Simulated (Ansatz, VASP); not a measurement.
# Bi in VASP and in Ansatz

```
Bi
1.0
     4.50086    0.00000    0.00000
    -2.25043    3.89786    0.00000
     0.00000    0.00000   11.72959
Bi
2
Direct
  0.33333 0.66667 0.25000
  0.66667 0.33333 0.75000
```

Change from the starting cell: volume scaled by 0.975, PAW files.

Alike in both runs: task electric field gradients; functional PBEsol; k mesh 9 × 9 × 3; occupations fermi-dirac, width 0.03 eV; no spin polarisation.

```csv
,VASP,Ansatz
version,VASP 6.6.1,Ansatz 0.2.0
potentials or method,"VASP PAW PBE potentials, release 64 (Bi_d)","PAW with Ansatz's default frozen-core files, scalar-relativistic"
plane-wave cutoff (eV),520,420
valence electrons in the cell,30,30
```

Ansatz gave:

| Item | Value |
| --- | --- |
| pressure (GPa) | -3.7 |
| traceless stress, the component that is largest in VASP (GPa) | 3.27 |
| size of Vzz on the site where it differs most (V/Å²) | 113.2 |

**Question.** Which values does VASP return?

**Answer.** Pressure (GPa): -3.7; traceless stress, the component that is largest in VASP (GPa): 3.27; size of Vzz on the site where it differs most (V/Å²): 120.3.

VASP's potentials were made for PBE, not for PBEsol. The functional is the same, so the differences come from potentials, cutoffs and numerics.

Neither program's run includes spin-orbit coupling.
